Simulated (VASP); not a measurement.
# Cd3Te5 (Pm-3m) in VASP: relaxation of cell and atoms with PBE

Aim: the relaxation of cell and atoms of Cd3Te5 with PBE.

Program: VASP 6.6.1. These are calculated values, not measurements. Logs are shortened: lines on timing, memory, paths and dates and some standing lists are left out, and cuts for length are marked.

### 1 The cell of the first run

Symmetry: Pm-3m, No. 221, cubic system. Conventional cell: a = 6.202 Å, b = 6.202 Å, c = 6.202 Å, α = 90.00°, β = 90.00°, γ = 90.00°. Cd (site symmetry 4/mmm) has 6 Te at 3.10 Å within 4.1 Å. Te (site symmetry 4/mmm) has 4 Cd at 3.10 Å and 2 Te at 3.10 Å within 4.1 Å. Within 4.1 Å of Te (site symmetry m-3m) lie 6 Cd at 3.10 Å. Within 4.1 Å of Te (site symmetry m-3m) lie 6 Te at 3.10 Å.

### 2 Relaxation of cell and atoms, PBE

The input, INCAR:

```
SYSTEM = Cd3Te5
  ALGO = Normal
  EDIFF = 1E-7
  EDIFFG = -0.001
  ENCUT = 600
  GGA = PE
  IBRION = 2
  ISIF = 3
  ISMEAR = 0
  LASPH = .TRUE.
  LCHARG = .FALSE.
  LREAL = .FALSE.
  LWAVE = .FALSE.
  NELM = 100
  NSW = 80
  PREC = Accurate
  SIGMA = 0.1
```

The input, KPOINTS:

```
k-points
0
G
  6 6 6
  0 0 0
```

The input, POSCAR:

```
Cd3Te5
1.0
    6.2022098203      0.0000000000      0.0000000000
    0.0000000000      6.2022098203      0.0000000000
    0.0000000000      0.0000000000      6.2022098203
Cd Te
3 5
Direct
    0.5000000000      0.0000000000      0.0000000000
    0.0000000000      0.5000000000      0.0000000000
    0.0000000000      0.0000000000      0.5000000000
    0.0000000000      0.5000000000      0.5000000000
    0.5000000000      0.0000000000      0.5000000000
    0.5000000000      0.5000000000      0.0000000000
    0.0000000000      0.0000000000      0.0000000000
    0.5000000000      0.5000000000      0.5000000000
```

Potentials or basis: VASP PAW PBE potentials, release 64 (Cd, Te).

Run with:

```bash
$ cat potpaw_PBE.64/Cd/POTCAR potpaw_PBE.64/Te/POTCAR > POTCAR
$ mpirun -np 1 vasp_std > vasp.out
```

OUTCAR:

```text
SYSTEM = Cd3Te5
   EDIFF = 1E-7
   EDIFFG = -0.001
   ENCUT = 600
   GGA = PE
   IBRION = 2
   ISIF = 3
   ISMEAR = 0
   LASPH = .TRUE.
   LREAL = .FALSE.
   NELM = 100
   NSW = 80
   PREC = Accurate

 ion  position               nearest neighbor table
   1  0.500  0.000  0.000-   5 3.10   6 3.10   7 3.10   5 3.10   6 3.10   7 3.10
   2  0.000  0.500  0.000-   4 3.10   6 3.10   7 3.10   4 3.10   7 3.10   6 3.10
   3  0.000  0.000  0.500-   4 3.10   5 3.10   7 3.10   7 3.10   4 3.10   5 3.10
   4  0.000  0.500  0.500-   2 3.10   3 3.10   8 3.10   2 3.10   3 3.10   8 3.10
   5  0.500  0.000  0.500-   1 3.10   3 3.10   8 3.10   1 3.10   8 3.10   3 3.10
   6  0.500  0.500  0.000-   1 3.10   2 3.10   8 3.10   8 3.10   1 3.10   2 3.10
   7  0.000  0.000  0.000-   1 3.10   2 3.10   3 3.10   3 3.10   2 3.10   1 3.10
   8  0.500  0.500  0.500-   4 3.10   5 3.10   6 3.10   6 3.10   5 3.10   4 3.10

  LATTYP: Found a simple cubic cell.
 ALAT       =     6.2022098203

  Lattice vectors:

 A1 = (   6.2022098203,   0.0000000000,   0.0000000000)
 A2 = (   0.0000000000,   6.2022098203,   0.0000000000)
 A3 = (   0.0000000000,   0.0000000000,   6.2022098203)

Analysis of symmetry for initial positions (statically):
=====================================================================
 Subroutine PRICEL returns:
 Original cell was already a primitive cell.

 Routine SETGRP: Setting up the symmetry group for a
 simple cubic supercell.

 Subroutine GETGRP returns: Found 48 space group operations
 (whereof 48 operations were pure point group operations)
 out of a pool of 48 trial point group operations.

The static configuration has the point symmetry O_h .

Analysis of symmetry for dynamics (positions and initial velocities):
=====================================================================
 Subroutine PRICEL returns:
 Original cell was already a primitive cell.

 Routine SETGRP: Setting up the symmetry group for a
 simple cubic supercell.

 Subroutine GETGRP returns: Found 48 space group operations
 (whereof 48 operations were pure point group operations)
 out of a pool of 48 trial point group operations.

The dynamic configuration has the point symmetry O_h .

 Subroutine INISYM returns: Found 48 space group operations
 (whereof 48 operations are pure point group operations),
 and found     1 'primitive' translations

----------------------------------------------------------------------------------------

                                     Primitive cell

  volume of cell :     238.5829

  direct lattice vectors                    reciprocal lattice vectors
     6.202209820  0.000000000  0.000000000     0.161232856  0.000000000  0.000000000
     0.000000000  6.202209820  0.000000000     0.000000000  0.161232856  0.000000000
     0.000000000  0.000000000  6.202209820     0.000000000  0.000000000  0.161232856

  length of vectors
     6.202209820  6.202209820  6.202209820     0.161232856  0.161232856  0.161232856

  position of ions in fractional coordinates (direct lattice)
     0.500000000  0.000000000  0.000000000
     0.000000000  0.500000000  0.000000000
     0.000000000  0.000000000  0.500000000
     0.000000000  0.500000000  0.500000000
     0.500000000  0.000000000  0.500000000
     0.500000000  0.500000000  0.000000000
     0.000000000  0.000000000  0.000000000
     0.500000000  0.500000000  0.500000000

  ion indices of the primitive-cell ions
   primitive index   ion index
                 1           1
                 2           2
                 3           3
                 4           4
                 5           5
                 6           6
                 7           7
                 8           8

----------------------------------------------------------------------------------------

 KPOINTS: k-points

Automatic generation of k-mesh.
 Grid dimensions read from file:
 generate k-points for:    6    6    6

 Generating k-lattice:

  Cartesian coordinates                     Fractional coordinates (reciprocal lattice)
     0.026872143  0.000000000  0.000000000     0.166666667  0.000000000  0.000000000
     0.000000000  0.026872143  0.000000000     0.000000000  0.166666667  0.000000000
     0.000000000  0.000000000  0.026872143     0.000000000  0.000000000  0.166666667

  Length of vectors
     0.026872143  0.026872143  0.026872143

  Shift w.r.t. Gamma in fractional coordinates (k-lattice)
     0.000000000  0.000000000  0.000000000

 Subroutine IBZKPT returns following result:
 ===========================================

 Found     20 irreducible k-points:

 Following reciprocal coordinates:
            Coordinates               Weight
  0.000000  0.000000  0.000000      1.000000
  0.166667  0.000000  0.000000      6.000000
  0.333333  0.000000  0.000000      6.000000
  0.500000  0.000000  0.000000      3.000000
  0.166667  0.166667  0.000000     12.000000
  0.333333  0.166667  0.000000     24.000000
[... 12 lines left out ...]
  0.500000  0.500000  0.333333      6.000000
  0.500000  0.500000  0.500000      1.000000
   k-points           NKPTS =     20   k-points in BZ     NKDIM =     20   number of bands    NBANDS=     39
   number of dos      NEDOS =    301   number of ions     NIONS =      8
   total plane-waves  NPLWV = 125000
   dimension x,y,z NGX =    50 NGY =   50 NGZ =   50
   dimension x,y,z NGXF=   100 NGYF=  100 NGZF=  100
   ions per type =               3   5
   NGX,Y,Z   is equivalent  to a cutoff of  13.40, 13.40, 13.40 a.u.
   NGXF,Y,Z  is equivalent  to a cutoff of  26.80, 26.80, 26.80 a.u.
 SYSTEM =  Cd3Te5
   PREC   = accura    normal or accurate (medium, high low for compatibility)
   ISTART =      0    job   : 0-new  1-cont  2-samecut
   ICHARG =      2    charge: 1-file 2-atom 10-const
   ISPIN  =      1    spin polarized calculation?
   LNONCOLLINEAR =      F non collinear calculations
   LSORBIT =      F    spin-orbit coupling
   LASPH  =      T    aspherical Exc in radial PAW
   ENCUT  =  600.0 eV  44.10 Ry    6.64 a.u.  12.39 12.39 12.39*2*pi/ulx,y,z
   NELM   =    100;   NELMIN=  2; NELMDL= -5     # of ELM steps
   EDIFF  = 0.1E-06   stopping-criterion for ELM
   LREAL  =      F    real-space projection
   EDIFFG = -.1E-02   stopping-criterion for IOM
   NSW    =     80    number of steps for IOM
   IBRION =      2    ionic relax: 0-MD 1-quasi-New 2-CG
   NFREE  =      1    steps in history (QN), initial steepest desc. (CG)
   ISIF   =      3    stress and relaxation
   ISYM   =      2    0-nonsym 1-usesym 2-fastsym
   POTIM  = 0.5000    time-step for ionic-motion
   TEBEG  =    0.0;   TEEND  =   0.0 temperature during run
   PSTRESS=    0.0 pullay stress
   NELECT =      66.0000    total number of electrons
   NUPDOWN=      -1.0000    fix difference up-down
   EMIN   =  10.00;   EMAX   =-10.00  energy-range for DOS
   EFERMI =   0.00;   METHOD = LEGACY
   ISMEAR =     0;   SIGMA  =   0.10  broadening in eV -4-tet -1-fermi 0-gaus
   EFERMI_NEDOS =   21; number of points for ismear=-14 and -15
   IALGO  =     38    algorithm
   IMIX   =      4    mixing-type and parameters
     AMIX     =   0.40;   BMIX     =  1.00
     AMIX_MAG =   1.60;   BMIX_MAG =  1.00
  volume/ion in A,a.u.               =      29.82       201.25
  Fermi-wavevector in a.u.,A,eV,Ry     =   1.066702  2.015774 15.481426  1.137853
  Thomas-Fermi vector in A             =   2.202295
   LORBIT       =      0    0 simple, 1 ext, 2 COOP (PROOUT), +10 PAW based schemes
   GGA     = PE    functional components
   LHFCALC =     F    Hartree Fock is set to
   AEXX    =    0.0000 exact exchange contribution
   IVDW    =     0    specifies the selected vdW correction
   LEPSILON=     F    determine dielectric tensor
   LRPA    =     F    only Hartree local field effects (RPA)
 conjugate gradient relaxation of ions
 non-spin polarized calculation
 Gauss-broadening in eV      SIGMA  =   0.10
  energy-cutoff  :      600.00
  volume of cell :      238.58
 maximum number of plane-waves:      8025
 NGX is ok and might be reduce to    50
   NGX = 25   NGY = 25   NGZ = 25

--------------------------------------- Ionic step        1  -------------------------------------------

 number of electron      66.0000026 magnetization

 Free energy of the ion-electron system (eV)
  ---------------------------------------------------
  ext. energy  EPLUGINS =         0.00000000
  ---------------------------------------------------
  free energy    TOTEN  =       -19.59040133 eV

  energy without entropy =      -19.55495486  energy(sigma->0) =      -19.57267809

------------------------ aborting loop because EDIFF is reached ----------------------------------------

  FORCE on cell =-STRESS in cart. coord.  units (eV):
  Direction    XX          YY          ZZ          XY          YZ          ZX
  --------------------------------------------------------------------------------------
  -------------------------------------------------------------------------------------
  Total        0.0495640      0.0495640      0.0495640      0.0000000      0.0000000     -0.0000000
  in kB        0.3328419      0.3328419      0.3328419      0.0000000      0.0000000     -0.0000000
  external PRESSURE =       0.3328419 kB  Pullay stress =       0.0000000 kB
[... 69 lines left out ...]
  energy  without entropy=      -19.5549227973  energy(sigma->0) =      -19.57266866

--------------------------------------- Ionic step        3  -------------------------------------------

 number of electron      66.0000026 magnetization

 Free energy of the ion-electron system (eV)
  ---------------------------------------------------
  ext. energy  EPLUGINS =         0.00000000
  ---------------------------------------------------
  free energy    TOTEN  =       -19.59041618 eV

  energy without entropy =      -19.55493741  energy(sigma->0) =      -19.57267680

 E-fermi :   4.9119     XC(G=0):  -9.5372

 val. band max:        4.9076846112   @ k =   0.3333   0.3333   0.3333
 cond. band min:       4.9307556311   @ k =   0.3333   0.1667   0.0000
 fundamental gap:      0.0230710199
 Fermi energy:         4.9119449989

 k-point     1 :       0.0000    0.0000    0.0000
  band No.  band energies     occupation
      1      -8.3085      2.00000
      2      -6.3007      2.00000
      3      -6.3007      2.00000
      4      -6.2124      2.00000
      5      -4.8619      2.00000
      6      -3.7244      2.00000
[... 864 lines left out ...]
  FREE ENERGIE OF THE ION-ELECTRON SYSTEM (eV)
  ---------------------------------------------------
  free  energy   TOTEN  =       -19.5904161777 eV

  energy  without entropy=      -19.5549374124  energy(sigma->0) =      -19.57267680

 reached required accuracy - stopping structural energy minimisation
```

Run time: 7.1 min. Hardware: 1 thread of Intel Xeon Platinum 8259CL at 2.50GHz (Skylake/Cascade Lake), shared host; peak memory 0.47 GiB.

Results:

```yaml
Free_energy: -19.5904 eV
Relaxed_volume: 29.84 Å³/atom
Relaxed_cell: a = 6.204 Å, b = 6.204 Å, c = 6.204 Å, α = 90.00°, β = 90.00°, γ = 90.00°
Space_group_after_relaxing_to_0.1_Å: Pm-3m (No. 221)
Energy_gained_by_relaxing: 0.0 meV/atom
Ionic_steps: 3
Pressure_after_relaxing: 0.0 GPa
Band_gap_on_the_k_mesh: zero (bands 33 and 34 overlap by 1.30 eV)
```

Final structure:
```
CELL_PARAMETERS angstrom
6.20357 0.00000 0.00000
0.00000 6.20357 0.00000
0.00000 0.00000 6.20357
ATOMIC_POSITIONS crystal
Cd 0.50000 0.00000 0.00000
Cd 0.00000 0.50000 0.00000
Cd 0.00000 0.00000 0.50000
Te 0.00000 0.50000 0.50000
Te 0.50000 0.00000 0.50000
Te 0.50000 0.50000 0.00000
Te 0.00000 0.00000 0.00000
Te 0.50000 0.50000 0.50000
```

Caveat: spin-orbit coupling is left out, which moves the levels of the heavy elements.
